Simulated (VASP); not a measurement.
# Ti (P6/mmm) in VASP: single point with PBEsol

Aim: the single point of Ti with PBEsol.

All numbers are computed with VASP 6.6.1; they aren't measurements. Logs are shortened: lines on timing, memory, paths and dates and some standing lists are left out, and cuts for length are marked.

## (1) The cell of the first run

The structure is hexagonal, space group P6/mmm (No. 191). The conventional cell has a = 3.278 Å, b = 3.278 Å, c = 3.143 Å, α = 90.00°, β = 90.00°, γ = 120.00°. Ti (site symmetry 6/mmm) has 8 Ti at 3.14 to 3.28 Å within 4.1 Å.

## (2) Single point, PBEsol

Contents of INCAR:

```
SYSTEM = Ti
ALGO = Normal
EDIFF = 1E-6
ENCUT = 500
GGA = PS
GGA_COMPAT = .FALSE.
ISIF = 2
ISMEAR = -1
LASPH = .TRUE.
LCHARG = .TRUE.
LELF = .TRUE.
LREAL = .FALSE.
LVHAR = .TRUE.
LWAVE = .FALSE.
NBANDS = 12
NELM = 120
PREC = Accurate
SIGMA = 0.1
```

Contents of KPOINTS:

```
k-points
0
G
  10 10 9
  0 0 0
```

Contents of POSCAR:

```
Ti
1.0
    3.2782370000      0.0000000000      0.0000000000
   -1.6391180000      2.8390360000      0.0000000000
    0.0000000000      0.0000000000      3.1429130000
Ti
1
Direct
    0.3333333333      0.6666666667      0.0000000000
```

Potentials or basis: VASP PAW PBE potentials, release 64 (Ti_sv).

On the command line:

```
$ cat potpaw_PBE.64/Ti_sv/POTCAR > POTCAR
$ mpirun -np 1 vasp_std > vasp.out
```

OUTCAR:

```text
SYSTEM = Ti
   EDIFF = 1E-6
   ENCUT = 500
   GGA = PS
   ISIF = 2
   ISMEAR = -1
   LASPH = .TRUE.
   LREAL = .FALSE.
   NELM = 120
   PREC = Accurate

 ion  position               nearest neighbor table
   1  0.333  0.667  0.000-

  LATTYP: Found a hexagonal cell.
 ALAT       =     3.2782370000
 C/A-ratio  =     0.9587204952

  Lattice vectors:

 A1 = (   3.2782370000,   0.0000000000,   0.0000000000)
 A2 = (  -1.6391180000,   2.8390360000,   0.0000000000)
 A3 = (   0.0000000000,   0.0000000000,   3.1429130000)

Analysis of symmetry for initial positions (statically):
=====================================================================
 Subroutine PRICEL returns:
 Original cell was already a primitive cell.

 Routine SETGRP: Setting up the symmetry group for a
 hexagonal supercell.

 Subroutine GETGRP returns: Found 24 space group operations
 (whereof 12 operations were pure point group operations)
 out of a pool of 24 trial point group operations.

The static configuration has the point symmetry D_3h.
 The point group associated with its full space group is D_6h.

Analysis of symmetry for dynamics (positions and initial velocities):
=====================================================================
 Subroutine PRICEL returns:
 Original cell was already a primitive cell.

 Routine SETGRP: Setting up the symmetry group for a
 hexagonal supercell.

 Subroutine GETGRP returns: Found 24 space group operations
 (whereof 12 operations were pure point group operations)
 out of a pool of 24 trial point group operations.

The dynamic configuration has the point symmetry D_3h.
 The point group associated with its full space group is D_6h.

 Subroutine INISYM returns: Found 24 space group operations
 (whereof 12 operations are pure point group operations),
 and found     1 'primitive' translations

----------------------------------------------------------------------------------------

                                     Primitive cell

  volume of cell :      29.2512

  direct lattice vectors                    reciprocal lattice vectors
     3.278237000  0.000000000  0.000000000     0.305042009  0.176116065  0.000000000
    -1.639118000  2.839036000  0.000000000     0.000000000  0.352232237  0.000000000
     0.000000000  0.000000000  3.142913000     0.000000000  0.000000000  0.318176163

  length of vectors
     3.278237000  3.278236298  3.142913000     0.352232161  0.352232237  0.318176163

  position of ions in fractional coordinates (direct lattice)
     0.333333333  0.666666667  0.000000000

  ion indices of the primitive-cell ions
   primitive index   ion index
                 1           1

----------------------------------------------------------------------------------------

 KPOINTS: k-points

Automatic generation of k-mesh.
 Grid dimensions read from file:
 generate k-points for:   10   10    9

 Generating k-lattice:

  Cartesian coordinates                     Fractional coordinates (reciprocal lattice)
     0.030504201  0.017611606  0.000000000     0.100000000  0.000000000  0.000000000
     0.000000000  0.035223224  0.000000000     0.000000000  0.100000000  0.000000000
     0.000000000  0.000000000  0.035352907     0.000000000  0.000000000  0.111111111

  Length of vectors
     0.035223216  0.035223224  0.035352907

  Shift w.r.t. Gamma in fractional coordinates (k-lattice)
     0.000000000  0.000000000  0.000000000

 Subroutine IBZKPT returns following result:
 ===========================================

 Found     70 irreducible k-points:

 Following reciprocal coordinates:
            Coordinates               Weight
  0.000000  0.000000  0.000000      1.000000
  0.100000  0.000000  0.000000      6.000000
  0.200000  0.000000  0.000000      6.000000
  0.300000 -0.000000  0.000000      6.000000
  0.400000 -0.000000  0.000000      6.000000
  0.500000  0.000000  0.000000      3.000000
[... 16 lines left out ...]
  0.300000  0.100000  0.111111     24.000000
  0.400000  0.100000  0.111111     24.000000
 [... further k-points ...]
   k-points           NKPTS =     70   k-points in BZ     NKDIM =     70   number of bands    NBANDS=     12
   number of dos      NEDOS =    301   number of ions     NIONS =      1
   total plane-waves  NPLWV =  13824
   dimension x,y,z NGX =    24 NGY =   24 NGZ =   24
   dimension x,y,z NGXF=    48 NGYF=   48 NGZF=   48
   ions per type =               1
   NGX,Y,Z   is equivalent  to a cutoff of  12.17, 12.17, 12.69 a.u.
   NGXF,Y,Z  is equivalent  to a cutoff of  24.34, 24.34, 25.39 a.u.
 SYSTEM =  Ti
   PREC   = accura    normal or accurate (medium, high low for compatibility)
   ISTART =      0    job   : 0-new  1-cont  2-samecut
   ICHARG =      2    charge: 1-file 2-atom 10-const
   ISPIN  =      1    spin polarized calculation?
   LNONCOLLINEAR =      F non collinear calculations
   LSORBIT =      F    spin-orbit coupling
   LASPH  =      T    aspherical Exc in radial PAW
   ENCUT  =  500.0 eV  36.75 Ry    6.06 a.u.   5.98  5.98  5.73*2*pi/ulx,y,z
   NELM   =    120;   NELMIN=  2; NELMDL= -5     # of ELM steps
   EDIFF  = 0.1E-05   stopping-criterion for ELM
   LREAL  =      F    real-space projection
   EDIFFG = 0.1E-04   stopping-criterion for IOM
   NSW    =      0    number of steps for IOM
   IBRION =     -1    ionic relax: 0-MD 1-quasi-New 2-CG
   NFREE  =      0    steps in history (QN), initial steepest desc. (CG)
   ISIF   =      2    stress and relaxation
   ISYM   =      2    0-nonsym 1-usesym 2-fastsym
   POTIM  = 0.5000    time-step for ionic-motion
   TEBEG  =    0.0;   TEEND  =   0.0 temperature during run
   PSTRESS=    0.0 pullay stress
   NELECT =      12.0000    total number of electrons
   NUPDOWN=      -1.0000    fix difference up-down
   EMIN   =  10.00;   EMAX   =-10.00  energy-range for DOS
   EFERMI =   0.00;   METHOD = LEGACY
   ISMEAR =    -1;   SIGMA  =   0.10  broadening in eV -4-tet -1-fermi 0-gaus
   EFERMI_NEDOS =   21; number of points for ismear=-14 and -15
   IALGO  =     38    algorithm
   IMIX   =      4    mixing-type and parameters
     AMIX     =   0.40;   BMIX     =  1.00
     AMIX_MAG =   1.60;   BMIX_MAG =  1.00
  volume/ion in A,a.u.               =      29.25       197.40
  Fermi-wavevector in a.u.,A,eV,Ry     =   1.216431  2.298721 20.132591  1.479704
  Thomas-Fermi vector in A             =   2.351785
   LORBIT       =      0    0 simple, 1 ext, 2 COOP (PROOUT), +10 PAW based schemes
   GGA     = PS    functional components
   LHFCALC =     F    Hartree Fock is set to
   AEXX    =    0.0000 exact exchange contribution
   IVDW    =     0    specifies the selected vdW correction
   LEPSILON=     F    determine dielectric tensor
   LRPA    =     F    only Hartree local field effects (RPA)
 non-spin polarized calculation
  energy-cutoff  :      500.00
  volume of cell :       29.25
 maximum number of plane-waves:       757
 NGX is ok and might be reduce to    24
   NGX = 11   NGY = 11   NGZ = 11

 number of electron      11.9999994 magnetization

 Free energy of the ion-electron system (eV)
  ---------------------------------------------------
  ext. energy  EPLUGINS =         0.00000000
  ---------------------------------------------------
  free energy    TOTEN  =        -6.80649140 eV

  energy without entropy =       -6.71127285  energy(sigma->0) =       -6.75888212

 E-fermi :   3.5588     XC(G=0):  -9.3157

 val. band max:        3.5368458268   @ k =   0.2000   0.1000   0.3333
 cond. band min:       3.5665448645   @ k =   0.2000   0.1000   0.2222
 fundamental gap:      0.0296990377
 Fermi energy:         3.5587553084

 k-point     1 :       0.0000    0.0000    0.0000
  band No.  band energies     occupation
      1     -53.5856      2.00000
      2     -29.8179      2.00000
      3     -29.8131      2.00000
      4     -29.8131      2.00000
      5      -1.0089      2.00000
      6       2.9418      1.99583
      7       4.2244      0.00257
      8       4.2244      0.00257
      9       5.6234      0.00000
     10       5.6234      0.00000
     11      14.2552      0.00000
     12      16.4089      0.00000

 k-point     2 :       0.1000    0.0000    0.0000
  band No.  band energies     occupation
      1     -53.5839      2.00000
      2     -29.8274      2.00000
      3     -29.8166      2.00000
      4     -29.8164      2.00000
      5      -0.8014      2.00000
      6       2.9989      1.99262
      7       4.1032      0.00860
      8       4.3438      0.00078
      9       5.5241      0.00000
     10       5.6065      0.00000
     11      14.5731      0.00000
     12      15.5589      0.00000

 k-point     3 :       0.2000    0.0000    0.0000
  band No.  band energies     occupation
      1     -53.5796      2.00000
      2     -29.8649      2.00000
      3     -29.8256      2.00000
      4     -29.8124      2.00000
      5      -0.2039      2.00000
      6       3.1369      1.97100
      7       3.8252      0.13022
      8       4.6767      0.00003
      9       5.2831      0.00000
     10       5.5626      0.00000
     11      13.0842      0.00000
     12      15.4580      0.00000
[... 286 lines left out ...]
 k-point    23 :       0.3000    0.1000    0.1111
  band No.  band energies     occupation
      1     -53.5695      2.00000
      2     -29.9282      2.00000
      3     -29.8476      2.00000
      4     -29.8231      2.00000
      5       1.4814      2.00000
      6       3.2641      1.90023
      7       3.6533      0.55969
      8       4.8171      0.00001
      9       5.3012      0.00000
     10       5.5892      0.00000
     11       9.7667      0.00000
     12      12.7295      0.00000

 k-point    24 :       0.4000    0.1000    0.1111
  band No.  band energies     occupation
      1     -53.5665      2.00000
      2     -29.9519      2.00000
      3     -29.8555      2.00000
      4     -29.8202      2.00000
      5       2.2024      2.00000
      6       3.2872      1.87592
      7       3.5714      0.93692
      8       4.8919      0.00000
      9       5.2554      0.00000
     10       6.0411      0.00000
     11       8.1069      0.00000
     12      12.1926      0.00000

 [... further k-points ...]
[... 5 lines left out ...]
  --------------------------------------------------------------------------------------
  -------------------------------------------------------------------------------------
  Total       -3.8207101     -3.8207087     -3.2307243     -0.0000007     -0.0000000      0.0000000
  in kB     -209.2719724   -209.2718955   -176.9566436     -0.0000369     -0.0000000      0.0000000
  external PRESSURE =    -198.5001705 kB  Pullay stress =       0.0000000 kB

 VOLUME and BASIS-vectors are now :
 -----------------------------------------------------------------------------
  energy-cutoff  :      500.00
  volume of cell :       29.25
      direct lattice vectors                 reciprocal lattice vectors
     3.278237000  0.000000000  0.000000000     0.305042009  0.176116065  0.000000000
    -1.639118000  2.839036000  0.000000000     0.000000000  0.352232237  0.000000000
     0.000000000  0.000000000  3.142913000     0.000000000  0.000000000  0.318176163

 POSITION                                       TOTAL-FORCE (eV/Angst)
 -----------------------------------------------------------------------------------
      0.00000      1.89269      0.00000         0.000000      0.000000      0.000000
 -----------------------------------------------------------------------------------
    total drift:                                0.000000     -0.000000     -0.000000

  FREE ENERGIE OF THE ION-ELECTRON SYSTEM (eV)
  ---------------------------------------------------
  free  energy   TOTEN  =        -6.8064913962 eV

  energy  without entropy=       -6.7112728526  energy(sigma->0) =       -6.75888212
```

Run time: 8.8 s. Hardware: 1 thread of Intel Xeon 6975P-C, shared host; peak memory 0.15 GiB.

Results:

```yaml
Free_energy: -6.8065 eV
Pressure: -19.9 GPa
Band_gap_on_the_k_mesh: zero (band 6 reaches 3.67 eV, above the bottom of band 7 at 3.33 eV)
```

Levels at points of the mesh, in eV from the Fermi level:
| k point | band 3 | band 4 | band 5 | band 6 | band 7 | band 8 | band 9 | band 10 |
| --- | --- | --- | --- | --- | --- | --- | --- | --- |
| (0.00, 0.00, 0.00) | -33.37 | -33.37 | -4.57 | -0.62 | 0.67 | 0.67 | 2.06 | 2.06 |
| (0.50, 0.00, 0.00) | -33.41 | -33.36 | -1.54 | -0.33 | 0.19 | 1.19 | 1.89 | 2.20 |

Caveat: the PAW data sets were made with another functional, which shifts forces and pressure a little.
